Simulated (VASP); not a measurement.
# Ge (I4_1/amd) in VASP: further runs

Runs on Ge. Level: PBEsol. Tasks: relaxation of shape and atoms at fixed volume, single point.

All numbers are computed with VASP 6.6.1; they aren't measurements. Logs are shortened: lines on timing, memory, paths and dates and some standing lists are left out, and cuts for length are marked.

**1. The cell of the first run**

Symmetry: I4_1/amd, No. 141, tetragonal system. The conventional cell has a = 5.023 Å, b = 5.023 Å, c = 2.734 Å, α = 90.00°, β = 90.00°, γ = 90.00°. Ge (site symmetry -4m2) has 10 Ge at 2.60 to 3.24 Å within 3.4 Å.

**2. Relaxation of shape and atoms at fixed volume, PBEsol (17.25 Å³/atom)**

Input file INCAR:

```
SYSTEM = Ge
PREC = Accurate
ENCUT = 600
EDIFF = 1E-6
ISMEAR = 0
SIGMA = 0.1
LREAL = .False.
LASPH = .True.
NELM = 100
ALGO = Normal
ISIF = 4
LWAVE = .False.
LCHARG = .False.
GGA = PS
IBRION = 2
NSW = 50
EDIFFG = -0.01
```

Input file KPOINTS:

```
regular mesh
0
Gamma
  16 16 16
  0 0 0
```

Input file POSCAR:

```
Ge
1.0
   -2.5116683242      2.5116683242      1.3670871881
    2.5116683242     -2.5116683242      1.3670871881
    2.5116683242      2.5116683242     -1.3670871881
Ge
2
Direct
    0.2500000000      0.7500000000      0.5000000000
    0.5000000000      0.5000000000      0.0000000000
```

Potentials or basis: VASP PAW PBE potentials, release 64 (Ge_d).

Command:

```console
> cat potpaw_PBE.64/Ge_d/POTCAR > POTCAR
> mpirun -np 1 vasp_std > vasp.out
```

OUTCAR:

```text
SYSTEM = Ge
   PREC = Accurate
   ENCUT = 600
   EDIFF = 1E-6
   ISMEAR = 0
   LREAL = .False.
   LASPH = .True.
   NELM = 100
   ISIF = 4
   GGA = PS
   IBRION = 2
   NSW = 50
   EDIFFG = -0.01

 ion  position               nearest neighbor table
   1  0.250  0.750  0.500-   2 2.60   2 2.60   2 2.60   2 2.60
   2  0.500  0.500  0.000-   1 2.60   1 2.60   1 2.60   1 2.60

  LATTYP: Found a body centered tetragonal cell.
 ALAT       =     5.0233366484
 C/A-ratio  =     0.5442944735

  Lattice vectors:

 A1 = (  -2.5116683242,   2.5116683242,   1.3670871881)
 A2 = (   2.5116683242,  -2.5116683242,   1.3670871881)
 A3 = (   2.5116683242,   2.5116683242,  -1.3670871881)

Analysis of symmetry for initial positions (statically):
=====================================================================
 Subroutine PRICEL returns:
 Original cell was already a primitive cell.

 Routine SETGRP: Setting up the symmetry group for a
 body centered tetragonal supercell.

 Subroutine GETGRP returns: Found 16 space group operations
 (whereof  8 operations were pure point group operations)
 out of a pool of 16 trial point group operations.

The static configuration has the point symmetry D_2d.
 The point group associated with its full space group is D_4h.

Analysis of symmetry for dynamics (positions and initial velocities):
=====================================================================
 Subroutine PRICEL returns:
 Original cell was already a primitive cell.

 Routine SETGRP: Setting up the symmetry group for a
 body centered tetragonal supercell.

 Subroutine GETGRP returns: Found 16 space group operations
 (whereof  8 operations were pure point group operations)
 out of a pool of 16 trial point group operations.

The dynamic configuration has the point symmetry D_2d.
 The point group associated with its full space group is D_4h.

 Subroutine INISYM returns: Found 16 space group operations
 (whereof  8 operations are pure point group operations),
 and found     1 'primitive' translations
[... 149 lines left out ...]
  Direction    XX          YY          ZZ          XY          YZ          ZX
  --------------------------------------------------------------------------------------
  -------------------------------------------------------------------------------------
  Total        1.2305683      1.2305683      1.1912307      0.0000000      0.0000000      0.0000000
  in kB       57.1525370     57.1525370     55.3255411      0.0000000      0.0000000      0.0000000
  external PRESSURE =      56.5435384 kB  Pullay stress =       0.0000000 kB

 VOLUME and BASIS-vectors are now :
 -----------------------------------------------------------------------------
  energy-cutoff  :      600.00
  volume of cell :       34.50
      direct lattice vectors                 reciprocal lattice vectors
    -2.511668324  2.511668324  1.367087188     0.000000000  0.199070871  0.365741121
     2.511668324 -2.511668324  1.367087188     0.199070871  0.000000000  0.365741121
     2.511668324  2.511668324 -1.367087188     0.199070871  0.199070871  0.000000000

 POSITION                                       TOTAL-FORCE (eV/Angst)
 -----------------------------------------------------------------------------------
      2.51167      0.00000      0.68354         0.000000      0.000000      0.000000
      0.00000      0.00000      1.36709        -0.000000     -0.000000     -0.000000
 -----------------------------------------------------------------------------------
    total drift:                                0.000000     -0.000000      0.000000

  FREE ENERGIE OF THE ION-ELECTRON SYSTEM (eV)
  ---------------------------------------------------
  free  energy   TOTEN  =        -9.5034328200 eV

  energy  without entropy=       -9.4999173793  energy(sigma->0) =       -9.50167510

--------------------------------------- Ionic step        2  -------------------------------------------

 number of electron      27.9999974 magnetization

 Free energy of the ion-electron system (eV)
  ---------------------------------------------------
  ext. energy  EPLUGINS =         0.00000000
  ---------------------------------------------------
  free energy    TOTEN  =        -9.50345274 eV

  energy without entropy =       -9.49996196  energy(sigma->0) =       -9.50170735

 E-fermi :   7.4868     XC(G=0): -11.8359

 val. band max:        7.4861800507   @ k =  -0.0625   0.3125   0.0625
 cond. band min:       7.4911776798   @ k =  -0.3125  -0.4375   0.0625
 fundamental gap:      0.0049976291
 Fermi energy:         7.4868120024

 k-point     1 :       0.0000    0.0000    0.0000
  band No.  band energies     occupation
      1     -17.2771      2.00000
      2     -17.2181      2.00000
      3     -17.1887      2.00000
      4     -17.1814      2.00000
      5     -17.0503      2.00000
      6     -17.0503      2.00000
[... 481 lines left out ...]
      5     -17.0514      2.00000
      6     -17.0489      2.00000
[... 10 lines left out ...]
     17      15.3093      0.00000
     18      16.3598      0.00000

 [... further k-points ...]

------------------------ aborting loop because EDIFF is reached ----------------------------------------

  FORCE on cell =-STRESS in cart. coord.  units (eV):
  Direction    XX          YY          ZZ          XY          YZ          ZX
  --------------------------------------------------------------------------------------
  -------------------------------------------------------------------------------------
  Total        1.2436493      1.2436493      1.2236264      0.0000000      0.0000000      0.0000000
  in kB       57.7600746     57.7600746     56.8301278      0.0000000      0.0000000      0.0000000
  external PRESSURE =      57.4500924 kB  Pullay stress =       0.0000000 kB

 VOLUME and BASIS-vectors are now :
 -----------------------------------------------------------------------------
  energy-cutoff  :      600.00
  volume of cell :       34.50
      direct lattice vectors                 reciprocal lattice vectors
    -2.512462995  2.512462995  1.366222528     0.000000000  0.199007906  0.365972592
     2.512462995 -2.512462995  1.366222528     0.199007906  0.000000000  0.365972592
     2.512462995  2.512462995 -1.366222528     0.199007906  0.199007906  0.000000000

 POSITION                                       TOTAL-FORCE (eV/Angst)
 -----------------------------------------------------------------------------------
      2.51246      0.00000      0.68311        -0.000000      0.000000     -0.000000
      2.51246      2.51246      0.00000         0.000000     -0.000000      0.000000
 -----------------------------------------------------------------------------------
    total drift:                                0.000000     -0.000000      0.000000

  FREE ENERGIE OF THE ION-ELECTRON SYSTEM (eV)
  ---------------------------------------------------
  free  energy   TOTEN  =        -9.5034527390 eV

  energy  without entropy=       -9.4999619602  energy(sigma->0) =       -9.50170735

 reached required accuracy - stopping structural energy minimisation
```

OSZICAR:

```text
N       E                     dE             d eps       ncg     rms          rms(c)
DAV:   1     0.156840080850E+03    0.15684E+03   -0.16133E+04 13278   0.495E+03
DAV:   2     0.867920868526E+01   -0.14816E+03   -0.14567E+03 12620   0.553E+02
DAV:   3    -0.907874886839E+01   -0.17758E+02   -0.17548E+02 13856   0.139E+02
DAV:   4    -0.955313436624E+01   -0.47439E+00   -0.47216E+00 15014   0.264E+01
DAV:   5    -0.955966260738E+01   -0.65282E-02   -0.65255E-02 14138   0.303E+00    0.246E+00
DAV:   6    -0.952032735926E+01    0.39335E-01   -0.36378E-02 16770   0.395E+00    0.135E+00
DAV:   7    -0.950402893780E+01    0.16298E-01   -0.21514E-02 16752   0.260E+00    0.139E-01
DAV:   8    -0.950342987078E+01    0.59907E-03   -0.28552E-03 15444   0.114E+00    0.478E-02
DAV:   9    -0.950343237351E+01   -0.25027E-05   -0.87912E-05 15730   0.156E-01    0.102E-02
DAV:  10    -0.950343281997E+01   -0.44646E-06   -0.37968E-06 13292   0.238E-02
   1 F= -.95034328E+01 E0= -.95016751E+01  d E =-.950343E+01
       N       E                     dE             d eps       ncg     rms          rms(c)
DAV:   1    -0.950362805985E+01   -0.19569E-03   -0.30485E-03 16026   0.565E-01    0.762E-02
DAV:   2    -0.950351055780E+01    0.11750E-03   -0.17181E-04 15422   0.276E-01    0.464E-02
DAV:   3    -0.950345153767E+01    0.59020E-04   -0.11258E-04 19186   0.205E-01    0.528E-03
DAV:   4    -0.950345276818E+01   -0.12305E-05   -0.18399E-05 13166   0.518E-02    0.336E-03
DAV:   5    -0.950345273904E+01    0.29134E-07   -0.21375E-07  6996   0.144E-02
   2 F= -.95034527E+01 E0= -.95017073E+01  d E =-.199191E-04
```

CONTCAR:

```text
Ge
   1.00000000000000
    -2.5124629953114086    2.5124629953114086    1.3662225282901050
     2.5124629953114086   -2.5124629953114086    1.3662225282901050
     2.5124629953114086    2.5124629953114086   -1.3662225282901050
  Ge
     2
Direct
     0.2500000000000000    0.7500000000000000    0.5000000000000000
     0.5000000000000000    0.5000000000000000    1.0000000000000000

  0.00000000E+00  0.00000000E+00  0.00000000E+00
  0.00000000E+00  0.00000000E+00  0.00000000E+00
```

It took 2.7 min on 1 thread of Intel Xeon 6975P-C (Granite Rapids), shared host; peak memory 0.34 GiB.

Results:

- Free energy: -9.5035 eV
- Energy gained by relaxing: 0.0 meV/atom
- Ionic steps: 2
- Pressure after relaxing: 5.7 GPa
- Band gap on the k mesh: zero (bands 14 and 15 overlap by 5.79 eV)

Final structure:
```cif
data_structure
_symmetry_space_group_name_H-M 'P 1'
_symmetry_Int_Tables_number 1
_cell_length_a 3.8068
_cell_length_b 3.8068
_cell_length_c 3.8068
_cell_angle_alpha 97.400
_cell_angle_beta 97.400
_cell_angle_gamma 137.936
_cell_volume 34.50
loop_
_atom_site_label
_atom_site_type_symbol
_atom_site_fract_x
_atom_site_fract_y
_atom_site_fract_z
_atom_site_occupancy
Ge1 Ge 0.25000 0.75000 0.50000 1
Ge2 Ge 0.50000 0.50000 0.00000 1
```

Caveat: the PAW data sets were made with another functional, which shifts forces and pressure a little.

**3. Relaxation of shape and atoms at fixed volume, PBEsol (17.80 Å³/atom)**

This run uses another cell than the first one, of 17.80 Å³/atom.

Input file INCAR:

```
ALGO     = Normal         # electronic algorithm
EDIFF    = 1E-7           # SCF threshold, eV
EDIFFG   = -0.01          # ionic threshold
ENCUT    = 600            # plane-wave cutoff, eV
GGA      = PS             # functional
IBRION   = 2              # ionic algorithm
ISIF     = 4              # what is computed and relaxed
ISMEAR   = 0              # smearing method
LASPH    = T              # aspherical terms in the spheres
LCHARG   = F              # write CHGCAR
LREAL    = F              # projectors in reciprocal space
LWAVE    = F              # write WAVECAR
NELM     = 80             # most SCF steps
NSW      = 50             # ionic steps
PREC     = Accurate       # precision mode
SIGMA    = 0.1            # smearing width, eV
```

Input file KPOINTS:

```
k-points
0
Gamma
  16 16 16
```

Input file POSCAR:

```
Ge
1.0
   -2.5371219661      2.5371219661      1.3825536090
    2.5371219661     -2.5371219661      1.3825536090
    2.5371219661      2.5371219661     -1.3825536090
Ge
2
Direct
    0.2500000000      0.7500000000      0.5000000000
    0.5000000000      0.5000000000      0.0000000000
```

Potentials or basis: VASP PAW PBE potentials, release 64 (Ge_d).

Command:

```console
> cat potpaw_PBE.64/Ge_d/POTCAR > POTCAR
> mpirun -np 1 vasp_std > vasp.out
```

Run time: 2.1 min. Hardware: 1 thread of Intel Xeon 6975P-C (Granite Rapids), shared host; peak memory 0.35 GiB.

It converged, with:

- Free energy: -9.5323 eV
- Energy gained by relaxing: 0.0 meV/atom
- Ionic steps: 2
- Pressure after relaxing: 2.7 GPa
- Band gap on the k mesh: zero (bands 14 and 15 overlap by 5.59 eV)

Final structure:
```
Ge
1.0
    -2.53784    2.53784    1.38177
     2.53784   -2.53784    1.38177
     2.53784    2.53784   -1.38177
Ge
2
Direct
  0.25000 0.75000 0.50000
  0.50000 0.50000 0.00000
```

Levels at points of the mesh, in eV from the Fermi level:
| k point | band 12 | band 13 | band 14 | band 15 | band 16 | band 17 |
| --- | --- | --- | --- | --- | --- | --- |
| (0.00, 0.00, 0.00) | -3.90 | -2.46 | -2.46 | 3.16 | 7.88 | 7.88 |
| (0.50, 0.00, 0.00) | -6.59 | -2.59 | -2.11 | -1.46 | 2.38 | 3.69 |
| (0.50, 0.50, 0.00) | -10.83 | 0.61 | 0.61 | 2.02 | 2.02 | 7.70 |
| (0.50, 0.50, 0.50) | -9.00 | -6.21 | -6.21 | 6.25 | 6.25 | 11.52 |

Caveat: the PAW data sets were made with another functional, which shifts forces and pressure a little.

**4. Single point, PBEsol (16.15 Å³/atom)**

This run uses another cell than the first one, of 16.15 Å³/atom.

Input file INCAR:

```
PREC = Accurate ; ENCUT = 520
EDIFF = 1E-6 ; ISMEAR = 0
SIGMA = 0.1 ; LREAL = False
LASPH = True ; NELM = 100
ALGO = Normal ; ISIF = 2
LWAVE = False ; LCHARG = False
GGA = PS ; NBANDS = 21
```

Input file KPOINTS:

```
Automatic mesh
0
Gamma
  16 16 16
```

Input file POSCAR:

```
Ge
1.0
   -2.4612417498      2.4612417498      1.3328063775
    2.4612417498     -2.4612417498      1.3328063775
    2.4612417498      2.4612417498     -1.3328063775
Ge
2
Direct
    0.2500000000      0.7500000000      0.5000000000
    0.5000000000      0.5000000000      0.0000000000
```

Command:

```console
> cat potpaw_PBE.64/Ge_d/POTCAR > POTCAR
> mpirun -np 1 vasp_std > vasp.out
```

Run time: 2.3 min. Hardware: 1 thread of Intel Xeon Platinum 8375C at 2.90GHz (Ice Lake), shared host; peak memory 0.3 GiB.

It converged, with:

```yaml
Free_energy: -9.3724 eV
Pressure: 13.6 GPa
Band_gap_on_the_k_mesh: zero (bands 14 and 15 overlap by 6.20 eV)
```

Stress tensor (GPa, compression positive):
```
13.53  0.00  0.00
 0.00 13.53  0.00
 0.00  0.00 13.63
```

Levels at points of the mesh, in eV from the Fermi level:
```csv
k point,band 11,band 12,band 13,band 14,band 15,band 16,band 17,band 18
"(0.00, 0.00, 0.00)",-14.60,-3.63,-2.80,-2.80,2.90,8.51,8.51,9.33
"(0.50, 0.00, 0.00)",-8.41,-7.08,-2.43,-2.39,-1.65,2.23,4.03,6.26
"(0.50, 0.50, 0.00)",-11.53,-11.53,0.53,0.53,2.20,2.20,8.44,8.44
"(0.50, 0.50, 0.50)",-9.37,-9.37,-6.91,-6.91,6.82,6.82,12.67,12.67
```

Caveat: the cell stands under pressure; the PAW data sets were made with another functional, which shifts forces and pressure a little.

[end of part 1 of 2]
